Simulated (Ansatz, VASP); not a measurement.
One calculation of GeCN2, two programs

```xyz
4
Lattice="1.7818 1.0287 4.8889 -1.7818 1.0287 4.8889 0.0000 -2.0574 4.8889" Properties=species:S:1:pos:R:3 pbc="T T T"
Ge    0.0000    0.0000    0.0000
N     0.0000    0.0000    8.5640
N     0.0000    0.0000    6.1028
C     0.0000    0.0000    7.3334
```

Alike in both runs: task single point; functional LDA; k mesh 9 × 9 × 9; occupations fermi-dirac, width 0.05 eV; no spin polarisation.

|  | VASP | Ansatz |
| --- | --- | --- |
| version | VASP 6.6.1 | Ansatz 0.2.0 |
| potentials or method | VASP PAW LDA potentials, release 64 (Ge_d, N, C) | Ansatz PAW |
| plane-wave cutoff (eV) | 520 | 420 |
| valence electrons in the cell | 28 | 28 |

|  | VASP | Ansatz | Ansatz less VASP |
| --- | --- | --- | --- |
| gap on the k mesh at the Fermi level (eV) | 0.91 | 0.93 | +0.019 |
| least direct gap on the mesh (eV) | 1.67 | 1.71 | +0.039 |
| pressure (GPa) | -3.8 | -4.1 | -0.33 |
| traceless stress, the component that is largest in VASP (GPa) | 1.80 | 0.94 | -0.860 |
| rms of the force components (eV/Å) | 0.165 | 0.103 | -0.0627 |

LDA's correlation is that of Perdew and Zunger in VASP and of Perdew and Wang (1992) in Ansatz. Atom by atom the forces differ by 0.063 eV/Å (rms over components).

Noted on VASP's run: the standard files for N, O and F lose accuracy on very short bonds. Noted on Ansatz's run: odd divisions of the mesh miss points on the zone boundary, where band edges often lie, so the gap on the mesh can be too wide.
